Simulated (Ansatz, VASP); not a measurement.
**C: VASP beside Ansatz**

```
CELL_PARAMETERS angstrom
2.49731 0.00000 0.00000
0.00000 3.53172 0.00000
0.00000 0.00000 18.49730
ATOMIC_POSITIONS crystal
C 0.75000 0.09797 0.43956
C 0.25000 0.90203 0.43956
C 0.25000 0.60988 0.50000
C 0.75000 0.39012 0.50000
C 0.75000 0.09797 0.56044
C 0.25000 0.90203 0.56044
```

Alike in both runs: task single point; functional LDA; k mesh 10 × 7 × 1; occupations fermi-dirac, width 0.02 eV; no spin polarisation.

|  | VASP | Ansatz |
| --- | --- | --- |
| version | VASP 6.6.1 | Ansatz 0.2.0 |
| potentials or method | VASP PAW LDA potentials, release 64 (C_h) | PAW with Ansatz's default frozen-core files, scalar-relativistic |
| plane-wave cutoff (eV) | 910 | 420 |
| valence electrons in the cell | 24 | 24 |

```tsv
	VASP	Ansatz	Ansatz less VASP
rms of the force components (eV/Å)	0.019	0.002	-0.0175
```

LDA's correlation is that of Perdew and Zunger in VASP and of Perdew and Wang (1992) in Ansatz. Atom by atom the forces differ by 0.018 eV/Å (rms over components).

Noted on VASP's run: the cutoff is short for stress, so the pressure is rough.
